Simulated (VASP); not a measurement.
A run of VASP 6.6.1:

File INCAR:

```
PREC     = Accurate       # precision mode
ENCUT    = 500            # plane-wave cutoff, eV
EDIFF    = 1E-6           # SCF threshold, eV
ISMEAR   = 0              # smearing method
SIGMA    = 0.01           # smearing width, eV
LREAL    = False          # projectors in reciprocal space
LASPH    = True           # aspherical terms in the spheres
NELM     = 120            # most SCF steps
ALGO     = Normal         # electronic algorithm
ISIF     = 2              # what is computed and relaxed
LWAVE    = False          # write WAVECAR
LCHARG   = False          # write CHGCAR
GGA      = PE             # functional
NBANDS   = 11             # bands
GGA_COMPAT= False
```

Contents of KPOINTS:

```
Automatic mesh
0
Gamma
  6 6 6
```

File POSCAR:

```
NaH
1.0
    3.0270491322      0.0000000000      0.0000000000
    0.0000000000      3.0270491322      0.0000000000
    0.0000000000      0.0000000000      3.0270491322
Na H
1 1
Direct
    0.0000000000      0.0000000000      0.0000000000
    0.5000000000      0.5000000000      0.5000000000
```

Potentials or basis: VASP PAW PBE potentials, release 64 (Na_pv, H).

Launch:

```sh
$ cat potpaw_PBE.64/Na_pv/POTCAR potpaw_PBE.64/H/POTCAR > POTCAR
$ mpirun -np 1 vasp_std > vasp.out
```

Hardware: 1 thread of Intel Xeon 8259CL, on a shared host.

Question: How long does it take, and how much memory?

Answer: Run time: 9.4 s on 1 thread of Intel Xeon 8259CL, with other jobs on the host, peak memory 0.13 GiB. Counts: scf iterations 11, k points 20.
